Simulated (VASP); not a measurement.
Here is a VASP 6.6.1 calculation.

The input POSCAR:

```
Bi
1.0
    2.2672586491      1.3090023913      4.1166667488
   -2.2672586491      1.3090023913      4.1166667488
    0.0000000000     -2.6180047827      4.1166667487
Bi
2
Direct
    0.2317091399      0.2317091399      0.2317091399
    0.7682908601      0.7682908601      0.7682908601
```

Contents of INCAR.step1:

```
ALGO = Normal
EDIFF = 1E-4
ENCUT = 520
GGA = PE
ISMEAR = 1
LASPH = True
LCHARG = False
LREAL = False
LWAVE = True
NBANDS = 22
NELM = 60
PREC = Accurate
SIGMA = 0.3
```

Contents of INCAR.step2:

```
ALGO = Normal
EDIFF = 1E-7
ENCUT = 520
ISIF = 2
ISMEAR = 1
ISTART = 1
LASPH = True
LCHARG = False
LMIXTAU = True
LREAL = False
LWAVE = False
METAGGA = R2SCAN
NBANDS = 22
NELM = 60
PREC = Accurate
SIGMA = 0.3
```

The input KPOINTS:

```
k-points
0
Gamma
  9 9 9
```

Potentials or basis: VASP PAW PBE potentials, release 64 (Bi_d).

Run with:

```console
$ cat potpaw_PBE.64/Bi_d/POTCAR > POTCAR
$ cp INCAR.step1 INCAR
$ mpirun -np 1 vasp_std > vasp.out
$ cp INCAR.step2 INCAR
$ mpirun -np 1 vasp_std > vasp.out
```

Estimate the pressure.

0.0 GPa.

Predict the largest force.

0.008 eV/Å.

Forces on the atoms (eV/Å):
```
Bi   0.000  0.000  0.008
Bi   0.000  0.000 -0.008
```

Caveat: so wide a smearing shifts energies and pressures; the PAW data sets were made with another functional, which shifts forces and pressure a little.
